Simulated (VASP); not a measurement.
# In (Im-3m) in VASP: a series of runs

In is run at these levels: PBE; tasks: relaxation of cell and atoms.

All numbers are computed with VASP 6.6.1; they aren't measurements. Logs are shortened: lines on timing, memory, paths and dates and some standing lists are left out, and cuts for length are marked.

## Step 1: The cell of the first run

The structure is cubic, space group Im-3m (No. 229). Conventional cell: a = 3.516 Å, b = 3.516 Å, c = 3.516 Å, α = 90.00°, β = 90.00°, γ = 90.00°. In (site symmetry m-3m) has 14 In at 3.05 to 3.52 Å within 4.0 Å.

## Step 2: Relaxation of cell and atoms, PBE, target pressure 16 GPa, at which the enthalpy is minimised

Contents of INCAR:

```
SYSTEM = In
ALGO = Normal ; EDIFF = 1E-7
EDIFFG = -0.005 ; ENCUT = 500
GGA = PE ; GGA_COMPAT = .False.
IBRION = 2 ; ISIF = 3
ISMEAR = -1 ; LASPH = .True.
LCHARG = .False. ; LREAL = .False.
LWAVE = .False. ; NELM = 120
NELMIN = 4 ; NSW = 60
PREC = Accurate ; PSTRESS = 160.0
SIGMA = 0.08
```

Contents of KPOINTS:

```
k-points
0
Gamma
  15 15 15
  0 0 0
```

Contents of POSCAR:

```
In
1.0
   -1.7582232796      1.7582232796      1.7582232796
    1.7582232796     -1.7582232796      1.7582232796
    1.7582232796      1.7582232796     -1.7582232796
In
1
Direct
    0.0000000000      0.0000000000      0.0000000000
```

Potentials or basis: VASP PAW PBE potentials, release 64 (In_d).

Command:

```
$ cat potpaw_PBE.64/In_d/POTCAR > POTCAR
$ mpirun -np 1 vasp_std > vasp.out
```

OUTCAR:

```text
SYSTEM = In
   EDIFF = 1E-7
   EDIFFG = -0.005
   ENCUT = 500
   GGA = PE
   IBRION = 2
   ISIF = 3
   ISMEAR = -1
   LASPH = .True.
   LREAL = .False.
   NELM = 120
   NELMIN = 4
   NSW = 60
   PREC = Accurate
   PSTRESS = 160.0

 ion  position               nearest neighbor table
   1  0.000  0.000  0.000-

  LATTYP: Found a body centered cubic cell.
 ALAT       =     3.5164465592

  Lattice vectors:

 A1 = (  -1.7582232796,   1.7582232796,   1.7582232796)
 A2 = (   1.7582232796,  -1.7582232796,   1.7582232796)
 A3 = (   1.7582232796,   1.7582232796,  -1.7582232796)

Analysis of symmetry for initial positions (statically):
=====================================================================
 Subroutine PRICEL returns:
 Original cell was already a primitive cell.

 Routine SETGRP: Setting up the symmetry group for a
 body centered cubic supercell.

 Subroutine GETGRP returns: Found 48 space group operations
 (whereof 48 operations were pure point group operations)
 out of a pool of 48 trial point group operations.

The static configuration has the point symmetry O_h .

Analysis of symmetry for dynamics (positions and initial velocities):
=====================================================================
 Subroutine PRICEL returns:
 Original cell was already a primitive cell.

 Routine SETGRP: Setting up the symmetry group for a
 body centered cubic supercell.

 Subroutine GETGRP returns: Found 48 space group operations
 (whereof 48 operations were pure point group operations)
 out of a pool of 48 trial point group operations.

The dynamic configuration has the point symmetry O_h .

 Subroutine INISYM returns: Found 48 space group operations
 (whereof 48 operations are pure point group operations),
 and found     1 'primitive' translations

----------------------------------------------------------------------------------------

                                     Primitive cell

  volume of cell :      21.7411

  direct lattice vectors                    reciprocal lattice vectors
    -1.758223280  1.758223280  1.758223280     0.000000000  0.284377989  0.284377989
     1.758223280 -1.758223280  1.758223280     0.284377989  0.000000000  0.284377989
     1.758223280  1.758223280 -1.758223280     0.284377989  0.284377989  0.000000000

  length of vectors
[... 93 lines left out ...]
   EMIN   =  10.00;   EMAX   =-10.00  energy-range for DOS
   EFERMI =   0.00;   METHOD = LEGACY
   ISMEAR =    -1;   SIGMA  =   0.08  broadening in eV -4-tet -1-fermi 0-gaus
   EFERMI_NEDOS =   21; number of points for ismear=-14 and -15
   IALGO  =     38    algorithm
   IMIX   =      4    mixing-type and parameters
     AMIX     =   0.40;   BMIX     =  1.00
     AMIX_MAG =   1.60;   BMIX_MAG =  1.00
  volume/ion in A,a.u.               =      21.74       146.72
  Fermi-wavevector in a.u.,A,eV,Ry     =   1.379204  2.606318 25.881062  1.902204
  Thomas-Fermi vector in A             =   2.504195
   LORBIT       =      0    0 simple, 1 ext, 2 COOP (PROOUT), +10 PAW based schemes
   GGA     = PE    functional components
   LHFCALC =     F    Hartree Fock is set to
   AEXX    =    0.0000 exact exchange contribution
   IVDW    =     0    specifies the selected vdW correction
   LEPSILON=     F    determine dielectric tensor
   LRPA    =     F    only Hartree local field effects (RPA)
 conjugate gradient relaxation of ions
 non-spin polarized calculation
  energy-cutoff  :      500.00
  volume of cell :       21.74
 maximum number of plane-waves:       567
   NGX = 11   NGY = 11   NGZ = 11

--------------------------------------- Ionic step        1  -------------------------------------------

 number of electron      12.9999993 magnetization

 Free energy of the ion-electron system (eV)
  ---------------------------------------------------
  ext. energy  EPLUGINS =         0.00000000
  ---------------------------------------------------
  free energy    TOTEN  =        -2.31983503 eV

  energy without entropy =       -2.31176373  energy(sigma->0) =       -2.31579938

------------------------ aborting loop because EDIFF is reached ----------------------------------------

  FORCE on cell =-STRESS in cart. coord.  units (eV):
  Direction    XX          YY          ZZ          XY          YZ          ZX
  --------------------------------------------------------------------------------------
  -------------------------------------------------------------------------------------
  Total        2.1547502      2.1547502      2.1547502      0.0000000     -0.0000000     -0.0000000
  in kB      158.7908421    158.7908421    158.7908421      0.0000000     -0.0000000     -0.0000000
  external PRESSURE =      -1.2091579 kB  Pullay stress =     160.0000000 kB
[... 61 lines left out ...]
--------------------------------------- Ionic step        3  -------------------------------------------

 number of electron      12.9999993 magnetization

 Free energy of the ion-electron system (eV)
  ---------------------------------------------------
  ext. energy  EPLUGINS =         0.00000000
  ---------------------------------------------------
  free energy    TOTEN  =        -2.31810691 eV

  energy without entropy =       -2.31004099  energy(sigma->0) =       -2.31407395

 E-fermi :   9.9012     XC(G=0): -11.1708

 val. band max:        9.8401077612   @ k =   0.2667   0.2667   0.0000
 cond. band min:       9.9043411349   @ k =  -0.4000   0.4000   0.2000
 fundamental gap:      0.0642333738
 Fermi energy:         9.9012033920

 k-point     1 :       0.0000    0.0000    0.0000
  band No.  band energies     occupation
      1      -5.1235      2.00000
      2      -5.1235      2.00000
      3      -5.1235      2.00000
      4      -4.6837      2.00000
      5      -4.6837      2.00000
      6      -1.0940      2.00000
      7      23.2261      0.00000
      8      23.2261      0.00000
      9      23.2264      0.00000
     10      23.3749      0.00000
[... 287 lines left out ...]
 k-point    24 :       0.4000    0.2000    0.0000
  band No.  band energies     occupation
      1      -5.2627      2.00000
      2      -5.0894      2.00000
      3      -4.7621      2.00000
      4      -4.7059      2.00000
      5      -4.5326      2.00000
      6       6.5551      2.00000
      7       6.8338      2.00000
      8      12.0654      0.00000
      9      16.9491      0.00000
     10      22.9142      0.00000

 [... further k-points ...]

------------------------ aborting loop because EDIFF is reached ----------------------------------------

  FORCE on cell =-STRESS in cart. coord.  units (eV):
  Direction    XX          YY          ZZ          XY          YZ          ZX
  --------------------------------------------------------------------------------------
  -------------------------------------------------------------------------------------
  Total        2.1702968      2.1702968      2.1702968      0.0000000      0.0000000     -0.0000000
  in kB      160.0642520    160.0642520    160.0642520      0.0000000      0.0000000     -0.0000000
  external PRESSURE =       0.0642520 kB  Pullay stress =     160.0000000 kB
[... 20 lines left out ...]
  energy  without entropy=       -2.3100409913  energy(sigma->0) =       -2.31407395

  enthalpy is  TOTEN    =        -0.1486812992 eV   P V=        2.1694256059

 reached required accuracy - stopping structural energy minimisation
```

CONTCAR:

```text
In
   1.00000000000000
    -1.7577554645719016    1.7577554645719016    1.7577554645719016
     1.7577554645719016   -1.7577554645719016    1.7577554645719016
     1.7577554645719016    1.7577554645719016   -1.7577554645719016
  In
     1
Direct
     0.0000000000000000    0.0000000000000000    0.0000000000000000

  0.00000000E+00  0.00000000E+00  0.00000000E+00
```

It took 66 s on 1 thread of Intel Xeon 8259CL, shared host; peak memory 0.16 GiB.

What came out:

```yaml
Free_energy: -2.3181 eV
Relaxed_volume: 21.72 Å³/atom
Relaxed_cell: a = 3.045 Å, b = 3.045 Å, c = 3.045 Å, α = 109.47°, β = 109.47°, γ = 109.47°
Space_group_after_relaxing_to_0.05_Å: Im-3m (No. 229)
Energy_change_on_relaxing_the_enthalpy_is_what_falls: +1.7 meV/atom
Ionic_steps: 3
Pressure_after_relaxing: 16.0 GPa
```

Step by step:
```
step  energy change (eV)  largest force (eV/Å)  pressure (GPa)  volume (Å³)
   1              0.0000                0.0000           15.88        21.74
   2              0.0052                0.0000           16.17        21.69
   3              0.0017                0.0000           16.01        21.72
```

Final structure:
```cif
data_structure
_symmetry_space_group_name_H-M 'P 1'
_symmetry_Int_Tables_number 1
_cell_length_a 3.0445
_cell_length_b 3.0445
_cell_length_c 3.0445
_cell_angle_alpha 109.471
_cell_angle_beta 109.471
_cell_angle_gamma 109.471
_cell_volume 21.72
loop_
_atom_site_label
_atom_site_type_symbol
_atom_site_fract_x
_atom_site_fract_y
_atom_site_fract_z
_atom_site_occupancy
In1 In 0.00000 0.00000 0.00000 1
```

Caveat: the cell is relaxed towards a set pressure, so the enthalpy falls and the energy may rise; spin-orbit coupling is left out, which moves the levels of the heavy elements.

## Step 3: Relaxation of cell and atoms, PBE

This run uses another cell than the first one, of 27.52 Å³/atom, 1.266 times its volume.

Contents of INCAR:

```
SYSTEM = In
  PREC = Accurate
  ENCUT = 500
  EDIFF = 1E-7
  ISMEAR = -1
  SIGMA = 0.08
  LREAL = .False.
  LASPH = .True.
  NELM = 120
  ALGO = Normal
  ISIF = 3
  LWAVE = .False.
  LCHARG = .False.
  GGA = PE
  IBRION = 2
  NSW = 60
  EDIFFG = -0.005
  GGA_COMPAT = .False.
  NELMIN = 4
```

Contents of KPOINTS:

```
Automatic mesh
0
Gamma
  15 15 15
  0 0 0
```

Contents of POSCAR:

```
In
1.0
   -1.9018218905      1.9018218905      1.9018218905
    1.9018218905     -1.9018218905      1.9018218905
    1.9018218905      1.9018218905     -1.9018218905
In
1
Direct
    0.0000000000      0.0000000000      0.0000000000
```

Potentials or basis: VASP PAW PBE potentials, release 64 (In_d).

Command:

```
$ cat potpaw_PBE.64/In_d/POTCAR > POTCAR
$ mpirun -np 1 vasp_std > vasp.out
```

OUTCAR:

```text
SYSTEM = In
   PREC = Accurate
   ENCUT = 500
   EDIFF = 1E-7
   ISMEAR = -1
   LREAL = .False.
   LASPH = .True.
   NELM = 120
   ISIF = 3
   GGA = PE
   IBRION = 2
   NSW = 60
   EDIFFG = -0.005
   NELMIN = 4

 ion  position               nearest neighbor table
   1  0.000  0.000  0.000-

  LATTYP: Found a body centered cubic cell.
 ALAT       =     3.8036437810

  Lattice vectors:

 A1 = (  -1.9018218905,   1.9018218905,   1.9018218905)
 A2 = (   1.9018218905,  -1.9018218905,   1.9018218905)
 A3 = (   1.9018218905,   1.9018218905,  -1.9018218905)

Analysis of symmetry for initial positions (statically):
=====================================================================
 Subroutine PRICEL returns:
 Original cell was already a primitive cell.

 Routine SETGRP: Setting up the symmetry group for a
 body centered cubic supercell.

 Subroutine GETGRP returns: Found 48 space group operations
 (whereof 48 operations were pure point group operations)
 out of a pool of 48 trial point group operations.

The static configuration has the point symmetry O_h .

Analysis of symmetry for dynamics (positions and initial velocities):
=====================================================================
 Subroutine PRICEL returns:
 Original cell was already a primitive cell.

 Routine SETGRP: Setting up the symmetry group for a
 body centered cubic supercell.

 Subroutine GETGRP returns: Found 48 space group operations
 (whereof 48 operations were pure point group operations)
 out of a pool of 48 trial point group operations.

The dynamic configuration has the point symmetry O_h .

 Subroutine INISYM returns: Found 48 space group operations
 (whereof 48 operations are pure point group operations),
 and found     1 'primitive' translations

----------------------------------------------------------------------------------------

                                     Primitive cell

  volume of cell :      27.5150

  direct lattice vectors                    reciprocal lattice vectors
    -1.901821890  1.901821890  1.901821890     0.000000000  0.262905797  0.262905797
[... 93 lines left out ...]
   TEBEG  =    0.0;   TEEND  =   0.0 temperature during run
   PSTRESS=    0.0 pullay stress
   NELECT =      13.0000    total number of electrons
   NUPDOWN=      -1.0000    fix difference up-down
   EMIN   =  10.00;   EMAX   =-10.00  energy-range for DOS
   EFERMI =   0.00;   METHOD = LEGACY
   ISMEAR =    -1;   SIGMA  =   0.08  broadening in eV -4-tet -1-fermi 0-gaus
   EFERMI_NEDOS =   21; number of points for ismear=-14 and -15
   IALGO  =     38    algorithm
   IMIX   =      4    mixing-type and parameters
     AMIX     =   0.40;   BMIX     =  1.00
     AMIX_MAG =   1.60;   BMIX_MAG =  1.00
  volume/ion in A,a.u.               =      27.52       185.68
  Fermi-wavevector in a.u.,A,eV,Ry     =   1.275066  2.409526 22.120272  1.625794
  Thomas-Fermi vector in A             =   2.407799
   LORBIT       =      0    0 simple, 1 ext, 2 COOP (PROOUT), +10 PAW based schemes
   GGA     = PE    functional components
   LHFCALC =     F    Hartree Fock is set to
   AEXX    =    0.0000 exact exchange contribution
   IVDW    =     0    specifies the selected vdW correction
   LEPSILON=     F    determine dielectric tensor
   LRPA    =     F    only Hartree local field effects (RPA)
 conjugate gradient relaxation of ions
 non-spin polarized calculation
  energy-cutoff  :      500.00
  volume of cell :       27.52
 maximum number of plane-waves:       715
   NGX = 13   NGY = 13   NGZ = 13

--------------------------------------- Ionic step        1  -------------------------------------------

 number of electron      13.0000015 magnetization

 Free energy of the ion-electron system (eV)
  ---------------------------------------------------
  ext. energy  EPLUGINS =         0.00000000
  ---------------------------------------------------
  free energy    TOTEN  =        -2.55292299 eV

  energy without entropy =       -2.54178126  energy(sigma->0) =       -2.54735213

 E-fermi :   6.9694     XC(G=0): -10.0180

 val. band max:        6.9560616675   @ k =  -0.4667   0.4667   0.4667
 cond. band min:       6.9774198316   @ k =   0.2667   0.2667   0.1333
 fundamental gap:      0.0213581641
 Fermi energy:         6.9694372309

 k-point     1 :       0.0000    0.0000    0.0000
  band No.  band energies     occupation
      1      -7.6655      2.00000
      2      -7.6655      2.00000
      3      -7.6655      2.00000
      4      -7.4216      2.00000
      5      -7.4216      2.00000
      6      -2.2342      2.00000
      7      17.5369      0.00000
      8      17.5369      0.00000
      9      17.5369      0.00000
     10      19.8168      0.00000
[... 368 lines left out ...]
--------------------------------------- Ionic step        3  -------------------------------------------

 number of electron      13.0000014 magnetization

 Free energy of the ion-electron system (eV)
  ---------------------------------------------------
  ext. energy  EPLUGINS =         0.00000000
  ---------------------------------------------------
  free energy    TOTEN  =        -2.55313039 eV

  energy without entropy =       -2.54191779  energy(sigma->0) =       -2.54752409

 E-fermi :   6.8829     XC(G=0):  -9.9801

 val. band max:        6.8422001870   @ k =  -0.4667   0.4667   0.4667
 cond. band min:       6.8993913096   @ k =   0.2667   0.2667   0.1333
 fundamental gap:      0.0571911227
 Fermi energy:         6.8828984413

 k-point     1 :       0.0000    0.0000    0.0000
  band No.  band energies     occupation
      1      -7.7450      2.00000
      2      -7.7450      2.00000
      3      -7.7450      2.00000
      4      -7.5061      2.00000
      5      -7.5061      2.00000
      6      -2.2683      2.00000
      7      17.3638      0.00000
      8      17.3638      0.00000
      9      17.3638      0.00000
     10      19.7036      0.00000
[... 327 lines left out ...]
  FREE ENERGIE OF THE ION-ELECTRON SYSTEM (eV)
  ---------------------------------------------------
  free  energy   TOTEN  =        -2.5531303925 eV

  energy  without entropy=       -2.5419177933  energy(sigma->0) =       -2.54752409

 reached required accuracy - stopping structural energy minimisation
```

CONTCAR:

```text
In
   1.00000000000000
    -1.9069762052534285    1.9069762052534285    1.9069762052534285
     1.9069762052534285   -1.9069762052534285    1.9069762052534285
     1.9069762052534285    1.9069762052534285   -1.9069762052534285
  In
     1
Direct
     0.0000000000000000    0.0000000000000000    0.0000000000000000

  0.00000000E+00  0.00000000E+00  0.00000000E+00
```

Run time: 73 s. Hardware: 1 thread of Intel Xeon 8259CL, shared host; peak memory 0.16 GiB.

What came out:

```yaml
Free_energy: -2.5531 eV
Relaxed_volume: 27.74 Å³/atom
Relaxed_cell: a = 3.303 Å, b = 3.303 Å, c = 3.303 Å, α = 109.47°, β = 109.47°, γ = 109.47°
Space_group_after_relaxing_to_0.05_Å: Im-3m (No. 229)
Energy_gained_by_relaxing: 0.2 meV/atom
Ionic_steps: 3
Pressure_after_relaxing: 0.0 GPa
```

The path:
```tsv
step	energy change (eV)	largest force (eV/Å)	pressure (GPa)	volume (Å³)
1	0.0000	0.0000	0.28	27.51
2	-0.0002	0.0000	0.05	27.71
3	-0.0002	0.0000	0.01	27.74
```

Final structure:
```
In
1.0
    -1.90698    1.90698    1.90698
     1.90698   -1.90698    1.90698
     1.90698    1.90698   -1.90698
In
1
Direct
  0.00000 0.00000 0.00000
```

Caveat: spin-orbit coupling is left out, which moves the levels of the heavy elements.
